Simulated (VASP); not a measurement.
# GaN (P6/mmm) in VASP: a series of runs, part 2 of 2

VASP 6.6.1. Earlier steps stand in the parts before.

## 4. Single point, HF

This run uses another cell than the first one, of 54.96 Å³/atom.

Input file POSCAR:

```
GaN
1.0
    6.1336831150      0.0000000000      0.0000000000
   -3.0668415575      5.3119253963      0.0000000000
    0.0000000000      0.0000000000      3.3735630808
Ga N
1 1
Direct
    0.0000000000      0.0000000000      0.5000000000
    0.0000000000      0.0000000000      0.0000000000
```

Input file INCAR.step1:

```
SYSTEM = GaN
PREC = Accurate ; ENCUT = 520
EDIFF = 1E-5 ; ISMEAR = -1
SIGMA = 0.05 ; LREAL = .FALSE.
LASPH = .TRUE. ; NELM = 60
ALGO = Normal ; ISIF = 2
LWAVE = .TRUE. ; NBANDS = 16
GGA = PE
```

Input file INCAR.step2:

```
SYSTEM = GaN
PREC = Accurate ; ENCUT = 520
EDIFF = 1E-7 ; ISMEAR = -1
SIGMA = 0.05 ; LREAL = .FALSE.
LASPH = .TRUE. ; NELM = 60
ALGO = Normal ; ISIF = 2
LWAVE = .FALSE. ; LCHARG = .TRUE.
GGA = PE ; LHFCALC = .TRUE.
AEXX = 1.0 ; ALDAC = 0.0
AGGAC = 0.0 ; PRECFOCK = Normal
LELF = .TRUE. ; LVHAR = .TRUE.
NBANDS = 16 ; ISTART = 1
```

Input file KPOINTS:

```
regular mesh
0
G
  3 3 4
  0 0 0
```

Potentials or basis: VASP PAW PBE potentials, release 64 (Ga_d, N).

The run is started by

```console
$ cat potpaw_PBE.64/Ga_d/POTCAR potpaw_PBE.64/N/POTCAR > POTCAR
$ cp INCAR.step1 INCAR
$ mpirun -np 1 vasp_std > vasp.out
$ cp INCAR.step2 INCAR
$ mpirun -np 1 vasp_std > vasp.out
```

OUTCAR:

```text
SYSTEM = GaN
   PREC = Accurate
   ENCUT = 520
   EDIFF = 1E-7
   ISMEAR = -1
   LREAL = .FALSE.
   LASPH = .TRUE.
   NELM = 60
   ISIF = 2
   GGA = PE
   LHFCALC = .TRUE.
   AEXX = 1.0
   PRECFOCK = Normal
   ISTART = 1

 ion  position               nearest neighbor table
   1  0.000  0.000  0.500-   2 1.69   2 1.69
   2  0.000  0.000  0.000-   1 1.69   1 1.69

  LATTYP: Found a hexagonal cell.
 ALAT       =     6.1336831150
 C/A-ratio  =     0.5500060922

  Lattice vectors:

 A1 = (   6.1336831150,   0.0000000000,   0.0000000000)
 A2 = (  -3.0668415575,   5.3119253963,   0.0000000000)
 A3 = (   0.0000000000,   0.0000000000,   3.3735630808)

Analysis of symmetry for initial positions (statically):
=====================================================================
 Subroutine PRICEL returns:
 Original cell was already a primitive cell.

 Routine SETGRP: Setting up the symmetry group for a
 hexagonal supercell.

 Subroutine GETGRP returns: Found 24 space group operations
 (whereof 24 operations were pure point group operations)
 out of a pool of 24 trial point group operations.

The static configuration has the point symmetry D_6h.
[... 151 lines left out ...]
  energy without entropy =      -21.22028916  energy(sigma->0) =      -21.22028916

 E-fermi :  -5.7447     XC(G=0):   0.0000

 val. band max:       -6.9114764253   @ k =   0.0000   0.0000   0.5000
 cond. band min:       1.9271397884   @ k =   0.0000   0.0000   0.0000
 fundamental gap:      8.8386162137
 Fermi energy:        -5.7446528494

 k-point     1 :       0.0000    0.0000    0.0000
  band No.  band energies     occupation
      1     -30.6043      2.00000
      2     -29.5449      2.00000
      3     -29.5449      2.00000
      4     -29.3706      2.00000
      5     -29.3706      2.00000
      6     -23.8212      2.00000
[... 148 lines left out ...]
      3     -29.5387      2.00000
      4     -29.4723      2.00000
      5     -29.4723      2.00000
      6     -24.6878      2.00000
[... 8 lines left out ...]
     15       9.2870      0.00000
     16       9.3954      0.00000

------------------------ aborting loop because EDIFF is reached ----------------------------------------

  FORCE on cell =-STRESS in cart. coord.  units (eV):
  Direction    XX          YY          ZZ          XY          YZ          ZX
  --------------------------------------------------------------------------------------
  -------------------------------------------------------------------------------------
  Total       -0.0655909     -0.0655909      0.1605409      0.0000000      0.0000000      0.0000000
  in kB       -0.9560749     -0.9560749      2.3400992      0.0000000      0.0000000      0.0000000
  external PRESSURE =       0.1426498 kB  Pullay stress =       0.0000000 kB

 VOLUME and BASIS-vectors are now :
 -----------------------------------------------------------------------------
  energy-cutoff  :      520.00
  volume of cell :      109.92
      direct lattice vectors                 reciprocal lattice vectors
     6.133683115  0.000000000  0.000000000     0.163034180  0.094127828  0.000000000
    -3.066841558  5.311925396  0.000000000     0.000000000  0.188255656  0.000000000
     0.000000000  0.000000000  3.373563081     0.000000000  0.000000000  0.296422499

 POSITION                                       TOTAL-FORCE (eV/Angst)
 -----------------------------------------------------------------------------------
      0.00000      0.00000      1.68678         0.000000      0.000000      0.000000
      0.00000      0.00000      0.00000        -0.000000      0.000000      0.000000
 -----------------------------------------------------------------------------------
    total drift:                                0.000001      0.000000     -0.000000

  FREE ENERGIE OF THE ION-ELECTRON SYSTEM (eV)
  ---------------------------------------------------
  free  energy   TOTEN  =       -21.2202891593 eV

  energy  without entropy=      -21.2202891592  energy(sigma->0) =      -21.22028916
```

OSZICAR.step1:

```text
N       E                     dE             d eps       ncg     rms          rms(c)
DAV:   1     0.100532946404E+03    0.10053E+03   -0.81979E+03   288   0.113E+03
DAV:   2     0.165507151349E+01   -0.98878E+02   -0.91566E+02   344   0.258E+02
DAV:   3    -0.130658095246E+02   -0.14721E+02   -0.14551E+02   312   0.862E+01
DAV:   4    -0.135558240916E+02   -0.49001E+00   -0.48982E+00   384   0.183E+01
DAV:   5    -0.135622806402E+02   -0.64565E-02   -0.64565E-02   384   0.185E+00    0.104E+01
DAV:   6    -0.951246500139E+01    0.40498E+01   -0.17675E+01   384   0.533E+01    0.398E+00
DAV:   7    -0.947376530479E+01    0.38700E-01   -0.10160E+00   288   0.883E+00    0.240E+00
DAV:   8    -0.944132122840E+01    0.32444E-01   -0.36933E-01   296   0.464E+00    0.179E+00
DAV:   9    -0.942074880669E+01    0.20572E-01   -0.69938E-02   360   0.290E+00    0.645E-01
DAV:  10    -0.942681027873E+01   -0.60615E-02   -0.90472E-03   328   0.152E+00    0.323E-01
DAV:  11    -0.942491689899E+01    0.18934E-02   -0.72429E-03   392   0.111E+00    0.239E-01
DAV:  12    -0.942498655130E+01   -0.69652E-04   -0.49946E-04   320   0.165E-01    0.179E-01
DAV:  13    -0.942496838997E+01    0.18161E-04   -0.18858E-04   320   0.224E-01    0.409E-02
DAV:  14    -0.942496500371E+01    0.33863E-05   -0.18129E-05   288   0.557E-02
   1 F= -.94249650E+01 E0= -.94249650E+01  d E =-.601458E-07
```

Run time: 7.8 min. Hardware: 1 thread of Intel Xeon Platinum 8559C (Emerald Rapids), shared host; peak memory 0.24 GiB.

What came out:

```
Free energy            : -21.2203 eV
Pressure               : 0.0 GPa
Band gap on the k mesh : 8.84 eV (least direct gap 10.95 eV)
```

Stress tensor (GPa, compression positive):
```
-0.10  0.00  0.00
 0.00 -0.10  0.00
 0.00  0.00  0.23
```

Levels at points of the mesh, in eV from the valence-band top:
```
           k point  band 5  band 6  band 7  band 8  band 9  band 10  band 11  band 12  band 13  band 14
(0.00, 0.00, 0.00)  -22.46  -16.91   -3.92   -2.11   -2.11     8.84    13.64    13.68    13.68    14.21
(0.00, 0.00, 0.50)  -22.56  -17.78   -7.19    0.00    0.00    12.32    12.32    12.64    13.00    16.85
```

Caveat: the k points lie up to 0.47 Å⁻¹ apart; the PAW data sets were made with another functional, which shifts forces and pressure a little; an odd mesh through Γ misses points on the zone boundary, where band edges can lie.

## 5. Single point, PBE

Input file INCAR:

```
  PREC = Accurate
  ENCUT = 520
  EDIFF = 1E-7
  ISMEAR = -1
  SIGMA = 0.03
  LREAL = False
  LASPH = True
  NELM = 80
  ALGO = Normal
  ISIF = 2
  LWAVE = False
  LCHARG = False
  GGA = PE
  NBANDS = 16
```

Input file KPOINTS:

```
Automatic mesh
0
Gamma
  4 4 5
```

Input file POSCAR:

```
GaN
1.0
    5.2303800000      0.0000000000      0.0000000000
   -2.6151900000      4.5296400000      0.0000000000
    0.0000000000      0.0000000000      3.3901000000
Ga N
1 1
Direct
    0.0000000000      0.0000000000      0.5000000000
    0.0000000000      0.0000000000      0.0000000000
```

Potentials or basis: VASP PAW PBE potentials, release 64 (Ga_d, N).

The run is started by

```console
$ cat potpaw_PBE.64/Ga_d/POTCAR potpaw_PBE.64/N/POTCAR > POTCAR
$ mpirun -np 1 vasp_std > vasp.out
```

OUTCAR:

```text
PREC = Accurate
   ENCUT = 520
   EDIFF = 1E-7
   ISMEAR = -1
   LREAL = False
   LASPH = True
   NELM = 80
   ISIF = 2
   GGA = PE

 ion  position               nearest neighbor table
   1  0.000  0.000  0.500-   2 1.70   2 1.70
   2  0.000  0.000  0.000-   1 1.70   1 1.70

  LATTYP: Found a hexagonal cell.
 ALAT       =     5.2303800000
 C/A-ratio  =     0.6481555833

  Lattice vectors:

 A1 = (   5.2303800000,   0.0000000000,   0.0000000000)
 A2 = (  -2.6151900000,   4.5296400000,   0.0000000000)
 A3 = (   0.0000000000,   0.0000000000,   3.3901000000)

Analysis of symmetry for initial positions (statically):
=====================================================================
 Subroutine PRICEL returns:
 Original cell was already a primitive cell.

 Routine SETGRP: Setting up the symmetry group for a
 hexagonal supercell.

 Subroutine GETGRP returns: Found 24 space group operations
 (whereof 24 operations were pure point group operations)
 out of a pool of 24 trial point group operations.
[... 146 lines left out ...]
  free energy    TOTEN  =        -9.45401182 eV

  energy without entropy =       -9.45401182  energy(sigma->0) =       -9.45401182

 E-fermi :  -1.8262     XC(G=0):  -5.4982

 val. band max:       -2.4930603749   @ k =   0.0000   0.0000   0.4000
 cond. band min:      -1.0910438646   @ k =   0.0000   0.0000   0.0000
 fundamental gap:      1.4020165103
 Fermi energy:        -1.8262193904

 k-point     1 :       0.0000    0.0000    0.0000
  band No.  band energies     occupation
      1     -18.7053      2.00000
      2     -16.6467      2.00000
      3     -16.6467      2.00000
      4     -16.4637      2.00000
      5     -16.4637      2.00000
      6     -13.8113      2.00000
[... 205 lines left out ...]
      3     -16.6430      2.00000
      4     -16.5700      2.00000
      5     -16.5698      2.00000
      6     -15.0235      2.00000
[... 8 lines left out ...]
     15       8.6239      0.00000
     16       8.7505      0.00000

------------------------ aborting loop because EDIFF is reached ----------------------------------------

  FORCE on cell =-STRESS in cart. coord.  units (eV):
  Direction    XX          YY          ZZ          XY          YZ          ZX
  --------------------------------------------------------------------------------------
  -------------------------------------------------------------------------------------
  Total        0.0024454      0.0024454     -0.4466205      0.0000000     -0.0000000      0.0000000
  in kB        0.0487807      0.0487807     -8.9092222      0.0000000     -0.0000000      0.0000000
  external PRESSURE =      -2.9372203 kB  Pullay stress =       0.0000000 kB

 VOLUME and BASIS-vectors are now :
 -----------------------------------------------------------------------------
  energy-cutoff  :      520.00
  volume of cell :       80.32
      direct lattice vectors                 reciprocal lattice vectors
     5.230380000  0.000000000  0.000000000     0.191190697  0.110384048  0.000000000
    -2.615190000  4.529640000  0.000000000     0.000000000  0.220768096  0.000000000
     0.000000000  0.000000000  3.390100000     0.000000000  0.000000000  0.294976549

 POSITION                                       TOTAL-FORCE (eV/Angst)
 -----------------------------------------------------------------------------------
      0.00000      0.00000      1.69505        -0.000000      0.000000      0.000000
      0.00000      0.00000      0.00000         0.000000      0.000000      0.000000
 -----------------------------------------------------------------------------------
    total drift:                               -0.000000     -0.000000      0.000000

  FREE ENERGIE OF THE ION-ELECTRON SYSTEM (eV)
  ---------------------------------------------------
  free  energy   TOTEN  =        -9.4540118174 eV

  energy  without entropy=       -9.4540118174  energy(sigma->0) =       -9.45401182
```

OSZICAR:

```text
N       E                     dE             d eps       ncg     rms          rms(c)
DAV:   1     0.103942201064E+03    0.10394E+03   -0.82551E+03   384   0.124E+03
DAV:   2     0.124886688174E+00   -0.10382E+03   -0.94599E+02   464   0.300E+02
DAV:   3    -0.131119543929E+02   -0.13237E+02   -0.13147E+02   400   0.892E+01
DAV:   4    -0.134728202552E+02   -0.36087E+00   -0.36081E+00   528   0.168E+01
DAV:   5    -0.134775274089E+02   -0.47072E-02   -0.47071E-02   440   0.157E+00    0.104E+01
DAV:   6    -0.953761003451E+01    0.39399E+01   -0.16909E+01   512   0.557E+01    0.398E+00
DAV:   7    -0.949351840096E+01    0.44092E-01   -0.11342E+00   384   0.958E+00    0.246E+00
DAV:   8    -0.947181962839E+01    0.21699E-01   -0.37729E-01   416   0.484E+00    0.186E+00
DAV:   9    -0.945097681605E+01    0.20843E-01   -0.58087E-02   488   0.275E+00    0.739E-01
DAV:  10    -0.945519674604E+01   -0.42199E-02   -0.63429E-03   432   0.119E+00    0.343E-01
DAV:  11    -0.945396258120E+01    0.12342E-02   -0.45697E-03   536   0.973E-01    0.191E-01
DAV:  12    -0.945400783943E+01   -0.45258E-04   -0.39501E-04   408   0.145E-01    0.169E-01
DAV:  13    -0.945401114865E+01   -0.33092E-05   -0.89895E-05   384   0.123E-01    0.865E-02
DAV:  14    -0.945401059632E+01    0.55233E-06   -0.10910E-05   512   0.245E-02    0.308E-02
DAV:  15    -0.945401120744E+01   -0.61112E-06   -0.10121E-06   400   0.155E-02    0.126E-02
DAV:  16    -0.945401191341E+01   -0.70597E-06   -0.51605E-07   472   0.509E-03    0.847E-04
DAV:  17    -0.945401181741E+01    0.96005E-07   -0.33067E-08   320   0.148E-03
   1 F= -.94540118E+01 E0= -.94540118E+01  d E =-.497402E-10
```

Run time: 8.4 s. Hardware: 1 thread of Intel Xeon 6975P-C (Granite Rapids), shared host; peak memory 0.2 GiB.

Results:

```yaml
Free_energy: -9.4540 eV
Pressure: -0.3 GPa
Band_gap_on_the_k_mesh: 1.40 eV (least direct gap 2.86 eV)
```

Caveat: an odd mesh through Γ misses points on the zone boundary, where band edges can lie.

## 6. Relaxation of cell and atoms, HSE06

POSCAR is that of step 5.

Input file INCAR.step1:

```
PREC     = Accurate       # precision mode
ENCUT    = 600            # plane-wave cutoff, eV
EDIFF    = 1E-5           # SCF threshold, eV
ISMEAR   = -1             # smearing method
SIGMA    = 0.05           # smearing width, eV
LREAL    = F              # projectors in reciprocal space
LASPH    = T              # aspherical terms in the spheres
NELM     = 80             # most SCF steps
ALGO     = Normal         # electronic algorithm
LWAVE    = T              # write WAVECAR
LCHARG   = F              # write CHGCAR
GGA      = PE             # functional
NBANDS   = 16             # bands
```

Input file INCAR.step2:

```
PREC     = Accurate       # precision mode
ENCUT    = 600            # plane-wave cutoff, eV
EDIFF    = 1E-6           # SCF threshold, eV
ISMEAR   = -1             # smearing method
SIGMA    = 0.05           # smearing width, eV
LREAL    = F              # projectors in reciprocal space
LASPH    = T              # aspherical terms in the spheres
NELM     = 80             # most SCF steps
ALGO     = Normal         # electronic algorithm
ISIF     = 3              # what is computed and relaxed
LWAVE    = F              # write WAVECAR
LCHARG   = F              # write CHGCAR
GGA      = PE             # functional
LHFCALC  = T              # exact exchange
HFSCREEN = 0.2079         # screening, 1/A
PRECFOCK = Normal       
IBRION   = 2              # ionic algorithm
NSW      = 60             # ionic steps
EDIFFG   = -0.01          # ionic threshold
ISTART   = 1
```

Input file KPOINTS:

```
Automatic mesh
0
Gamma
  3 3 4
```

Potentials or basis: VASP PAW PBE potentials, release 64 (Ga_d, N).

The run is started by

```console
$ cat potpaw_PBE.64/Ga_d/POTCAR potpaw_PBE.64/N/POTCAR > POTCAR
$ cp INCAR.step1 INCAR
$ mpirun -np 1 vasp_std > vasp.out
$ cp INCAR.step2 INCAR
$ mpirun -np 1 vasp_std > vasp.out
```

It took 17 min on 1 thread of Intel Xeon 6975P-C (Granite Rapids), shared host; peak memory 0.34 GiB.

The run converged. Its results:

```
Free energy                           : -11.8020 eV
Relaxed volume                        : 39.87 Å³/atom
Relaxed cell                          : a = 5.235 Å, b = 5.235 Å, c = 3.360 Å, α = 90.00°, β = 90.00°, γ = 120.00°
Space group after relaxing (to 0.1 Å) : P6/mmm (No. 191)
Energy gained by relaxing             : 4.4 meV/atom
Ionic steps                           : 13
Pressure after relaxing               : 0.0 GPa
Band gap on the k mesh                : 2.49 eV (least direct gap 4.35 eV)
```

Step by step:
| step | energy change (eV) | largest force (eV/Å) | pressure (GPa) | volume (Å³) |
| --- | --- | --- | --- | --- |
| 1 | 0.0000 | 0.0000 | -1.27 | 80.32 |
| 2 | 0.1796 | 0.0000 | 6.96 | 76.62 |
| 3 | -0.0087 | 0.0000 | -0.08 | 79.66 |
| 4 | -0.0087 | 0.0000 | 0.02 | 79.63 |
| 5 | -0.0087 | 0.0000 | 0.04 | 79.61 |
| 6 | -0.0087 | 0.0000 | -0.07 | 79.72 |
| 7 | -0.0088 | 0.0000 | 0.02 | 79.66 |
| 8 | -0.0087 | 0.0000 | -0.01 | 79.67 |
| 9 | -0.0087 | 0.0000 | -0.03 | 79.66 |
| 10 | -0.0087 | 0.0000 | -0.02 | 79.66 |
| 11 | -0.0087 | 0.0000 | 0.00 | 79.66 |
| 12 | -0.0088 | 0.0000 | -0.02 | 79.71 |
| 13 | -0.0088 | 0.0000 | -0.02 | 79.73 |

Final structure:
```xyz
2
Lattice="5.2346 0.0000 0.0000 -2.6173 4.5333 0.0000 0.0000 0.0000 3.3601" Properties=species:S:1:pos:R:3 pbc="T T T"
Ga    0.0000    0.0000    1.6800
N     0.0000    0.0000    0.0000
```

Levels at points of the mesh, in eV from the valence-band top:
```
           k point  band 7  band 8  band 9  band 10  band 11  band 12
(0.00, 0.00, 0.00)   -3.86   -1.86   -1.86     2.49     7.51     9.27
(0.00, 0.00, 0.50)   -6.76    0.00    0.00     5.74     5.74     6.69
```

Caveat: the k points lie up to 0.47 Å⁻¹ apart in the final cell; the PAW data sets were made with another functional, which shifts forces and pressure a little; an odd mesh through Γ misses points on the zone boundary, where band edges can lie.

## 7. Summary

| task | level | cell | k mesh | cutoff (eV) | smearing | grid for exact exchange (PRECFOCK) | share of exact exchange | screening parameter | gap on the mesh (eV) | pressure (GPa) | relaxed volume (Å³/atom) |
| --- | --- | --- | --- | --- | --- | --- | --- | --- | --- | --- | --- |
| relaxation of cell and atoms | PBEsol-based screened hybrid with 25 % exact exchange | relaxed from a = 5.230, b = 5.230, c = 3.390 Å, angles 90.0, 90.0, 120.0°, 2 atoms | 3 × 3 × 4 | 600 | fermi-dirac 0.05 eV | Normal | 0.25 | 0.207 1/Å | 2.58 | 0.0 | 39.62 |
| single point | B3LYP | a = 6.131, b = 6.131, c = 3.380 Å, angles 90.0, 90.0, 120.0°, 2 atoms | 3 × 3 × 4 | 520 | fermi-dirac 0.05 eV | Normal | 0.2 | - | 3.06 | 0.2 | - |
| single point | HF | a = 6.134, b = 6.134, c = 3.374 Å, angles 90.0, 90.0, 120.0°, 2 atoms | 3 × 3 × 4 | 520 | fermi-dirac 0.05 eV | Normal | 1 | - | 8.84 | 0.0 | - |
| single point | PBE | a = 5.230, b = 5.230, c = 3.390 Å, angles 90.0, 90.0, 120.0°, 2 atoms | 4 × 4 × 5 | 520 | fermi-dirac 0.03 eV | - | - | - | 1.40 | -0.3 | - |
| relaxation of cell and atoms | HSE06 | relaxed from a = 5.230, b = 5.230, c = 3.390 Å, angles 90.0, 90.0, 120.0°, 2 atoms | 3 × 3 × 4 | 600 | fermi-dirac 0.05 eV | Normal | 0.25 | 0.2079 1/Å | 2.49 | 0.0 | 39.87 |

Alike in all rows: potentials or basis VASP PAW PBE potentials, release 64 (Ga_d, N); no spin polarisation.

Caveats: some runs use coarse meshes; an odd mesh through Γ misses points on the zone boundary, where band edges can lie; the PAW data sets were made with another functional, which shifts forces and pressure a little (at least some runs).

Absolute energies hang on the potentials; compare differences alone.
